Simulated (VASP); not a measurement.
# CsGa2H2 in VASP: single point with r2SCAN

Aim: the single point of CsGa2H2 with r2SCAN.

All numbers are computed with VASP 6.6.1; they aren't measurements. Logs are shortened: lines on timing, memory, paths and dates and some standing lists are left out, and cuts for length are marked.

### Step 1. The cell of the first run

The typed cell holds 5 atoms: a = 4.717 Å, b = 4.717 Å, c = 5.103 Å, α = 90.00°, β = 90.00°, γ = 60.00°.

### Step 2. Single point, r2SCAN

Input file POSCAR:

```
CsGa2H2
1.0
    2.3587270000      4.0854330000      0.0000000000
   -2.3587270000      4.0854330000      0.0000000000
    0.0000000000      0.0000000000      5.1034050000
H Cs Ga
2 1 2
Direct
    0.3333000000      0.3334000000      0.1232000000
    0.6667000000      0.6666000000      0.8768000000
    0.0000000000      0.0000000000      0.0000000000
    0.3333000000      0.3334000000      0.4680000000
    0.6667000000      0.6666000000      0.5320000000
```

Input file INCAR.step1:

```
ALGO     = Normal         # electronic algorithm
EDIFF    = 1E-5           # SCF threshold, eV
ENCUT    = 550            # plane-wave cutoff, eV
GGA      = PE             # functional
GGA_COMPAT= F            
ISMEAR   = -5             # smearing method
LASPH    = T              # aspherical terms in the spheres
LCHARG   = F              # write CHGCAR
LREAL    = F              # projectors in reciprocal space
LWAVE    = T              # write WAVECAR
NBANDS   = 26             # bands
NELM     = 120            # most SCF steps
PREC     = Accurate       # precision mode
SIGMA    = 0.1            # smearing width, eV
```

Input file INCAR.step2:

```
ALGO     = Normal         # electronic algorithm
EDIFF    = 1E-6           # SCF threshold, eV
ENCUT    = 550            # plane-wave cutoff, eV
GGA_COMPAT= F            
ISIF     = 2              # what is computed and relaxed
ISMEAR   = -5             # smearing method
ISTART   = 1            
LASPH    = T              # aspherical terms in the spheres
LCHARG   = F              # write CHGCAR
LMIXTAU  = T            
LREAL    = F              # projectors in reciprocal space
LWAVE    = F              # write WAVECAR
METAGGA  = R2SCAN         # meta-GGA
NBANDS   = 26             # bands
NELM     = 120            # most SCF steps
PREC     = Accurate       # precision mode
SIGMA    = 0.1            # smearing width, eV
```

Input file KPOINTS:

```
k-points
0
Gamma
  6 6 5
```

Potentials or basis: VASP PAW PBE potentials, release 64 (H, Cs_sv, Ga_d).

Launch:

```console
$ cat potpaw_PBE.64/H/POTCAR potpaw_PBE.64/Cs_sv/POTCAR potpaw_PBE.64/Ga_d/POTCAR > POTCAR
$ cp INCAR.step1 INCAR
$ mpirun -np 1 vasp_std > vasp.out
$ cp INCAR.step2 INCAR
$ mpirun -np 1 vasp_std > vasp.out
```

OUTCAR:

```text
EDIFF = 1E-6
   ENCUT = 550
   ISIF = 2
   ISMEAR = -5
   ISTART = 1
   LASPH = T
   LREAL = F
   METAGGA = R2SCAN
   NELM = 120
   PREC = Accurate

 ion  position               nearest neighbor table
   1  0.333  0.333  0.123-   4 1.76
   2  0.667  0.667  0.877-   5 1.76
   3  0.000  0.000  0.000-
   4  0.333  0.333  0.468-   1 1.76   5 2.74   5 2.74   5 2.74
   5  0.667  0.667  0.532-   2 1.76   4 2.74   4 2.74   4 2.74

  LATTYP: Found a hexagonal cell.
 ALAT       =     4.7174522635
 C/A-ratio  =     1.0818138086

  Lattice vectors:

 A1 = (   2.3587270000,  -4.0854330000,   0.0000000000)
 A2 = (   2.3587270000,   4.0854330000,   0.0000000000)
 A3 = (   0.0000000000,   0.0000000000,   5.1034050000)

Analysis of symmetry for initial positions (statically):
=====================================================================
 Subroutine PRICEL returns:
 Original cell was already a primitive cell.

 Routine SETGRP: Setting up the symmetry group for a
 hexagonal supercell.

 Subroutine GETGRP returns: Found  4 space group operations
 (whereof  4 operations were pure point group operations)
 out of a pool of 24 trial point group operations.

The static configuration has the point symmetry C_2h.

Analysis of symmetry for dynamics (positions and initial velocities):
=====================================================================
 Subroutine PRICEL returns:
 Original cell was already a primitive cell.

 Routine SETGRP: Setting up the symmetry group for a
 hexagonal supercell.

 Subroutine GETGRP returns: Found  4 space group operations
 (whereof  4 operations were pure point group operations)
 out of a pool of 24 trial point group operations.

The dynamic configuration has the point symmetry C_2h.

 Subroutine INISYM returns: Found  4 space group operations
 (whereof  4 operations are pure point group operations),
 and found     1 'primitive' translations

----------------------------------------------------------------------------------------

                                     Primitive cell

  volume of cell :      98.3571

  direct lattice vectors                    reciprocal lattice vectors
     2.358727000  4.085433000  0.000000000     0.211978750  0.122386048  0.000000000
    -2.358727000  4.085433000  0.000000000    -0.211978750  0.122386048  0.000000000
[... 86 lines left out ...]
   ICHARG =      0    charge: 1-file 2-atom 10-const
   ISPIN  =      1    spin polarized calculation?
   LNONCOLLINEAR =      F non collinear calculations
   LSORBIT =      F    spin-orbit coupling
   LASPH  =      T    aspherical Exc in radial PAW
   ENCUT  =  550.0 eV  40.42 Ry    6.36 a.u.   9.02  9.02  9.76*2*pi/ulx,y,z
   NELM   =    120;   NELMIN=  2; NELMDL=  0     # of ELM steps
   EDIFF  = 0.1E-05   stopping-criterion for ELM
   LREAL  =      F    real-space projection
   EDIFFG = 0.1E-04   stopping-criterion for IOM
   NSW    =      0    number of steps for IOM
   IBRION =     -1    ionic relax: 0-MD 1-quasi-New 2-CG
   NFREE  =      0    steps in history (QN), initial steepest desc. (CG)
   ISIF   =      2    stress and relaxation
   ISYM   =      2    0-nonsym 1-usesym 2-fastsym
   POTIM  = 0.5000    time-step for ionic-motion
   TEBEG  =    0.0;   TEEND  =   0.0 temperature during run
   PSTRESS=    0.0 pullay stress
   NELECT =      37.0000    total number of electrons
   NUPDOWN=      -1.0000    fix difference up-down
   EMIN   =  10.00;   EMAX   =-10.00  energy-range for DOS
   EFERMI =   0.00;   METHOD = LEGACY
   ISMEAR =    -5;   SIGMA  =   0.10  broadening in eV -4-tet -1-fermi 0-gaus
   EFERMI_NEDOS =   21; number of points for ismear=-14 and -15
   IALGO  =     38    algorithm
   IMIX   =      4    mixing-type and parameters
     AMIX     =   0.40;   BMIX     =  1.00
     AMIX_MAG =   1.60;   BMIX_MAG =  1.00
  volume/ion in A,a.u.               =      19.67       132.75
  Fermi-wavevector in a.u.,A,eV,Ry     =   1.181790  2.233258 19.002257  1.396626
  Thomas-Fermi vector in A             =   2.318056
   LORBIT       =      0    0 simple, 1 ext, 2 COOP (PROOUT), +10 PAW based schemes
   METAGGA = R2SCAN    functional components
   LHFCALC =     F    Hartree Fock is set to
   AEXX    =    0.0000 exact exchange contribution
   IVDW    =     0    specifies the selected vdW correction
   LEPSILON=     F    determine dielectric tensor
   LRPA    =     F    only Hartree local field effects (RPA)
 non-spin polarized calculation
 Fermi weights with tetrahedron method with Bloechl corrections
  energy-cutoff  :      550.00
  volume of cell :       98.36
 maximum number of plane-waves:      2901
   NGX = 19   NGY = 19   NGZ = 19

 number of electron      37.0000008 magnetization

 Free energy of the ion-electron system (eV)
  ---------------------------------------------------
  ext. energy  EPLUGINS =         0.00000000
  ---------------------------------------------------
  free energy    TOTEN  =       -54.74851409 eV

  energy without entropy =      -54.74851409  energy(sigma->0) =      -54.74851409

 E-fermi :   1.6373     XC(G=0):  -9.7541

 val. band max:        1.7031378321   @ k =   0.5000  -0.0000   0.2000
 cond. band min:       1.6299825700   @ k =   0.1667   0.3333   0.0000
 fundamental gap:     -0.0731552621
 Fermi energy:         1.6373487342

 k-point     1 :       0.0000    0.0000    0.0000
  band No.  band energies     occupation
      1     -19.5451      2.00000
      2     -12.9066      2.00000
      3     -12.9063      2.00000
      4     -12.8770      2.00000
      5     -12.8381      2.00000
      6     -12.8375      2.00000
[... 685 lines left out ...]
     25       9.6517      0.00000
     26      10.5290      0.00000

 [... further k-points ...]
[... 5 lines left out ...]
  --------------------------------------------------------------------------------------
  -------------------------------------------------------------------------------------
  Total        0.4337570      0.4157428      0.4577804     -0.0156004      0.0018791     -0.0032549
  in kB        7.0656359      6.7721956      7.4569633     -0.2541208      0.0306100     -0.0530200
  external PRESSURE =       7.0982649 kB  Pullay stress =       0.0000000 kB

 VOLUME and BASIS-vectors are now :
 -----------------------------------------------------------------------------
  energy-cutoff  :      550.00
  volume of cell :       98.36
      direct lattice vectors                 reciprocal lattice vectors
     2.358727000  4.085433000  0.000000000     0.211978750  0.122386048  0.000000000
    -2.358727000  4.085433000  0.000000000    -0.211978750  0.122386048  0.000000000
     0.000000000  0.000000000  5.103405000     0.000000000  0.000000000  0.195947608

 POSITION                                       TOTAL-FORCE (eV/Angst)
 -----------------------------------------------------------------------------------
     -0.00024      2.72376      0.62874         0.000456     -0.000263      1.023480
      0.00024      5.44711      4.47467        -0.000456      0.000263     -1.023480
      0.00000      0.00000      0.00000        -0.000000      0.000000      0.000000
     -0.00024      2.72376      2.38839         0.017513     -0.010111     -1.444674
      0.00024      5.44711      2.71501        -0.017513      0.010111      1.444674
 -----------------------------------------------------------------------------------
    total drift:                               -0.000000      0.000000      0.000000

  FREE ENERGIE OF THE ION-ELECTRON SYSTEM (eV)
  ---------------------------------------------------
  free  energy   TOTEN  =       -54.7485140867 eV

  energy  without entropy=      -54.7485140867  energy(sigma->0) =      -54.74851409
```

OSZICAR.step1:

```text
N       E                     dE             d eps       ncg     rms          rms(c)
DAV:   1     0.266626231287E+03    0.26663E+03   -0.18320E+04  2906   0.202E+03
DAV:   2     0.212368461280E+02   -0.24539E+03   -0.23662E+03  3084   0.454E+02
DAV:   3    -0.126504300844E+02   -0.33887E+02   -0.33287E+02  3460   0.130E+02
DAV:   4    -0.141592179999E+02   -0.15088E+01   -0.15031E+01  3408   0.274E+01
DAV:   5    -0.141945007842E+02   -0.35283E-01   -0.35263E-01  3664   0.379E+00    0.486E+00
DAV:   6    -0.133406028323E+02    0.85390E+00   -0.98996E-01  4288   0.767E+00    0.230E+00
DAV:   7    -0.131569233693E+02    0.18368E+00   -0.12049E+00  3386   0.503E+00    0.556E-01
DAV:   8    -0.131686248021E+02   -0.11701E-01   -0.17220E-01  3072   0.264E+00    0.314E-01
DAV:   9    -0.131696809684E+02   -0.10562E-02   -0.55557E-03  3928   0.589E-01    0.852E-02
DAV:  10    -0.131698792727E+02   -0.19830E-03   -0.10789E-03  3796   0.214E-01    0.410E-02
DAV:  11    -0.131698878535E+02   -0.85808E-05   -0.20426E-04  3184   0.106E-01    0.136E-02
DAV:  12    -0.131699000142E+02   -0.12161E-04   -0.22315E-05  2640   0.426E-02    0.249E-03
DAV:  13    -0.131699024087E+02   -0.23946E-05   -0.58132E-06  1806   0.133E-02
   1 F= -.13169902E+02 E0= -.13169902E+02  d E =0.000000E+00
```

Wall time 7 min (1 thread of AMD EPYC 7R13 (Zen 3), shared host); peak memory 0.3 GiB.

What came out:

* Free energy: -54.7485 eV
* Pressure: 0.7 GPa
* Largest force: 1.445 eV/Å
* Band gap on the k mesh: zero (an odd number of electrons rules out a gap without spin polarisation)

Forces on the atoms (eV/Å):
```
H    0.000  0.000  1.023
H    0.000  0.000 -1.023
Cs   0.000  0.000  0.000
Ga   0.018 -0.010 -1.445
Ga  -0.018  0.010  1.445
```

Levels at points of the mesh, in eV from the Fermi level:
```tsv
k point	band 16	band 17	band 18	band 19	band 20	band 21
(0.00, 0.00, 0.00)	-3.02	-1.46	0.85	0.86	1.42	4.97
(0.50, 0.00, 0.00)	-5.36	-1.54	-0.48	0.26	1.94	3.52
(0.00, 0.50, 0.00)	-5.37	-1.54	-0.48	0.26	1.94	3.52
```

Caveat: the PAW data sets were made with another functional, which shifts forces and pressure a little; spin-orbit coupling is left out, which moves the levels of the heavy elements; tetrahedron occupations give inexact forces and stress in metals.
